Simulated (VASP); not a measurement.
# SnTe (F-43m) in VASP: a series of runs, part 2 of 2

VASP 6.6.1. Earlier steps stand in the parts before.

## 4. Relaxation of cell and atoms, PBE

This run uses another cell than the first one, of 32.28 Å³/atom, 0.701 times its volume.

Contents of INCAR:

```
PREC = Accurate ; ENCUT = 500
EDIFF = 1E-7 ; ISMEAR = -1
SIGMA = 0.02 ; LREAL = False
LASPH = True ; NELM = 120
ALGO = Normal ; ISIF = 3
LWAVE = False ; LCHARG = False
GGA = PE ; IBRION = 2
NSW = 80 ; EDIFFG = -0.005
GGA_COMPAT = False ; NELMIN = 4
```

Contents of KPOINTS:

```
regular mesh
0
Gamma
  6 6 6
```

Contents of POSCAR:

```
SnTe
1.0
    0.0000000000      3.1839712645      3.1839712645
    3.1839712645      0.0000000000      3.1839712645
    3.1839712645      3.1839712645      0.0000000000
Sn Te
1 1
Direct
    0.0000000000      0.0000000000      0.0000000000
    0.2500000000      0.2500000000      0.2500000000
```

Potentials or basis: VASP PAW PBE potentials, release 64 (Sn_d, Te).

Launch:

```sh
$ cat potpaw_PBE.64/Sn_d/POTCAR potpaw_PBE.64/Te/POTCAR > POTCAR
$ mpirun -np 1 vasp_std > vasp.out
```

OUTCAR:

```text
PREC = Accurate
   ENCUT = 500
   EDIFF = 1E-7
   ISMEAR = -1
   LREAL = False
   LASPH = True
   NELM = 120
   ISIF = 3
   GGA = PE
   IBRION = 2
   NSW = 80
   EDIFFG = -0.005
   NELMIN = 4

 ion  position               nearest neighbor table
   1  0.000  0.000  0.000-   2 2.76   2 2.76   2 2.76   2 2.76
   2  0.250  0.250  0.250-   1 2.76   1 2.76   1 2.76   1 2.76

  LATTYP: Found a face centered cubic cell.
 ALAT       =     6.3679425290

  Lattice vectors:

 A1 = (   0.0000000000,   3.1839712645,   3.1839712645)
 A2 = (   3.1839712645,   0.0000000000,   3.1839712645)
 A3 = (   3.1839712645,   3.1839712645,   0.0000000000)

Analysis of symmetry for initial positions (statically):
=====================================================================
 Subroutine PRICEL returns:
 Original cell was already a primitive cell.

 Routine SETGRP: Setting up the symmetry group for a
 face centered cubic supercell.

 Subroutine GETGRP returns: Found 24 space group operations
 (whereof 24 operations were pure point group operations)
 out of a pool of 48 trial point group operations.

The static configuration has the point symmetry T_d .

Analysis of symmetry for dynamics (positions and initial velocities):
=====================================================================
 Subroutine PRICEL returns:
 Original cell was already a primitive cell.

 Routine SETGRP: Setting up the symmetry group for a
 face centered cubic supercell.

 Subroutine GETGRP returns: Found 24 space group operations
 (whereof 24 operations were pure point group operations)
 out of a pool of 48 trial point group operations.

The dynamic configuration has the point symmetry T_d .

 Subroutine INISYM returns: Found 24 space group operations
 (whereof 24 operations are pure point group operations),
 and found     1 'primitive' translations

----------------------------------------------------------------------------------------

                                     Primitive cell

  volume of cell :      64.5561

  direct lattice vectors                    reciprocal lattice vectors
     0.000000000  3.183971264  3.183971264    -0.157036593  0.157036593  0.157036593
     3.183971264  0.000000000  3.183971264     0.157036593 -0.157036593  0.157036593
[... 93 lines left out ...]
   IALGO  =     38    algorithm
   IMIX   =      4    mixing-type and parameters
     AMIX     =   0.40;   BMIX     =  1.00
     AMIX_MAG =   1.60;   BMIX_MAG =  1.00
  volume/ion in A,a.u.               =      32.28       217.82
  Fermi-wavevector in a.u.,A,eV,Ry     =   1.107743  2.093331 16.695636  1.227095
  Thomas-Fermi vector in A             =   2.244261
   LORBIT       =      0    0 simple, 1 ext, 2 COOP (PROOUT), +10 PAW based schemes
   GGA     = PE    functional components
   LHFCALC =     F    Hartree Fock is set to
   AEXX    =    0.0000 exact exchange contribution
   IVDW    =     0    specifies the selected vdW correction
   LEPSILON=     F    determine dielectric tensor
   LRPA    =     F    only Hartree local field effects (RPA)
 conjugate gradient relaxation of ions
 non-spin polarized calculation
  energy-cutoff  :      500.00
  volume of cell :       64.56
 maximum number of plane-waves:      1676
 NGX is ok and might be reduce to    36
   NGX = 17   NGY = 17   NGZ = 17

--------------------------------------- Ionic step        1  -------------------------------------------

 number of electron      20.0000002 magnetization

 Free energy of the ion-electron system (eV)
  ---------------------------------------------------
  ext. energy  EPLUGINS =         0.00000000
  ---------------------------------------------------
  free energy    TOTEN  =        -5.80144438 eV

  energy without entropy =       -5.79881981  energy(sigma->0) =       -5.80013210

 E-fermi :   7.1090     XC(G=0):  -9.1156

 val. band max:        7.0751944278   @ k =  -0.3333   0.3333   0.1667
 cond. band min:       7.1599155164   @ k =  -0.3333   0.5000   0.1667
 fundamental gap:      0.0847210886
 Fermi energy:         7.1090107953

 k-point     1 :       0.0000    0.0000    0.0000
  band No.  band energies     occupation
      1     -15.0919      2.00000
      2     -15.0919      2.00000
      3     -15.0919      2.00000
      4     -15.0381      2.00000
      5     -15.0381      2.00000
      6      -6.9624      2.00000
      7       3.2256      2.00000
      8       4.1768      2.00000
      9       4.1768      2.00000
     10       4.1768      2.00000
     11       7.6500      0.00000
     12       7.6500      0.00000
     13       7.6500      0.00000
     14      11.0134      0.00000
[... 396 lines left out ...]
--------------------------------------- Ionic step        5  -------------------------------------------

 number of electron      19.9999988 magnetization

 Free energy of the ion-electron system (eV)
  ---------------------------------------------------
  ext. energy  EPLUGINS =         0.00000000
  ---------------------------------------------------
  free energy    TOTEN  =        -7.06130288 eV

  energy without entropy =       -7.06128329  energy(sigma->0) =       -7.06129308

 E-fermi :   3.1992     XC(G=0):  -7.4555

 val. band max:        3.0496128756   @ k =  -0.3333   0.5000   0.1667
 cond. band min:       3.3211619067   @ k =   0.5000   0.5000   0.0000
 fundamental gap:      0.2715490311
 Fermi energy:         3.1991985719

 k-point     1 :       0.0000    0.0000    0.0000
  band No.  band energies     occupation
      1     -18.6015      2.00000
      2     -18.6015      2.00000
      3     -18.6015      2.00000
      4     -18.5927      2.00000
      5     -18.5927      2.00000
      6      -8.3348      2.00000
      7      -1.9707      2.00000
      8       1.2670      2.00000
      9       1.2670      2.00000
     10       1.2670      2.00000
     11       4.2110      0.00000
     12       4.2110      0.00000
     13       4.2110      0.00000
     14       7.3310      0.00000
[... 282 lines left out ...]
  FREE ENERGIE OF THE ION-ELECTRON SYSTEM (eV)
  ---------------------------------------------------
  free  energy   TOTEN  =        -7.0613028754 eV

  energy  without entropy=       -7.0612832868  energy(sigma->0) =       -7.06129308

 reached required accuracy - stopping structural energy minimisation
```

OSZICAR:

```text
N       E                     dE             d eps       ncg     rms          rms(c)
DAV:   1     0.128589145140E+03    0.12859E+03   -0.94393E+03   448   0.160E+03
DAV:   2     0.630771310242E+01   -0.12228E+03   -0.12063E+03   454   0.371E+02
DAV:   3    -0.552615453453E+01   -0.11834E+02   -0.11719E+02   586   0.103E+02
[... 56 lines left out ...]
DAV:   3    -0.706130316281E+01    0.69567E-04   -0.20545E-04   538   0.213E-01    0.967E-03
DAV:   4    -0.706130230813E+01    0.85468E-06   -0.61515E-06   588   0.217E-02    0.859E-03
DAV:   5    -0.706130261389E+01   -0.30576E-06   -0.69104E-07   604   0.701E-03    0.257E-03
DAV:   6    -0.706130292410E+01   -0.31021E-06   -0.11738E-07   320   0.514E-03    0.337E-04
DAV:   7    -0.706130287536E+01    0.48735E-07   -0.12356E-08   224   0.105E-03
   5 F= -.70613029E+01 E0= -.70612931E+01  d E =-.167060E-04
```

It took 50 s on 1 thread of AMD EPYC 9R45 (Zen 5), shared host; peak memory 0.18 GiB.

Results:

| Quantity | Value |
| --- | --- |
| Free energy | -7.0613 eV |
| Relaxed volume | 46.95 Å³/atom |
| Relaxed cell | a = 5.102 Å, b = 5.102 Å, c = 5.102 Å, α = 60.00°, β = 60.00°, γ = 60.00° |
| Space group after relaxing (to 0.05 Å) | F-43m (No. 216) |
| Energy gained by relaxing | 629.9 meV/atom |
| Ionic steps | 5 |
| Pressure after relaxing | 0.0 GPa |
| Band gap on the k mesh | 0.27 eV, indirect (least direct gap 0.79 eV) |

Step by step:
| step | energy change (eV) | largest force (eV/Å) | pressure (GPa) | volume (Å³) |
| --- | --- | --- | --- | --- |
| 1 | 0.0000 | 0.0000 | 18.56 | 64.56 |
| 2 | -1.1564 | 0.0000 | -2.44 | 106.16 |
| 3 | -1.2590 | 0.0000 | 0.27 | 92.92 |
| 4 | -1.2598 | 0.0000 | -0.04 | 94.04 |
| 5 | -1.2599 | 0.0000 | 0.00 | 93.90 |

Final structure:
```cif
data_structure
_symmetry_space_group_name_H-M 'P 1'
_symmetry_Int_Tables_number 1
_cell_length_a 5.1019
_cell_length_b 5.1019
_cell_length_c 5.1019
_cell_angle_alpha 60.000
_cell_angle_beta 60.000
_cell_angle_gamma 60.000
_cell_volume 93.90
loop_
_atom_site_label
_atom_site_type_symbol
_atom_site_fract_x
_atom_site_fract_y
_atom_site_fract_z
_atom_site_occupancy
Sn1 Sn 0.00000 0.00000 0.00000 1
Te1 Te 0.25000 0.25000 0.25000 1
```

Caveat: the volume moved by over 15 % at a fixed basis, so the end points are rough; spin-orbit coupling is left out, which moves the levels of the heavy elements. A k mesh can miss the band edges.

## 5. Summary

| task | level | potentials or basis | cell | gap on the mesh (eV) | pressure (GPa) |
| --- | --- | --- | --- | --- | --- |
| single point | PBE | VASP PAW PBE potentials, release 64 (Sn_d, Te) | a = 5.069 Å, angles 60.0°, 2 atoms | 0.22 | 0.5 |
| single point | LDA | VASP PAW LDA potentials, release 64 (Sn_d, Te) | a = 5.069 Å, angles 60.0°, 2 atoms | 0.14 | -1.7 |
| relaxation of cell and atoms | PBE | VASP PAW PBE potentials, release 64 (Sn_d, Te) | relaxed from a = 4.503 Å, angles 60.0°, 2 atoms | 0.27 | 0.0 |

Alike in all rows: no spin polarisation; k mesh 6 × 6 × 6; cutoff (eV) 500; smearing fermi-dirac 0.02 eV.

Caveats: spin-orbit coupling is left out, which moves the levels of the heavy elements; the volume moved by over 15 % at a fixed basis, so the end points are rough (some runs).

Absolute energies hang on the potentials; compare differences alone.
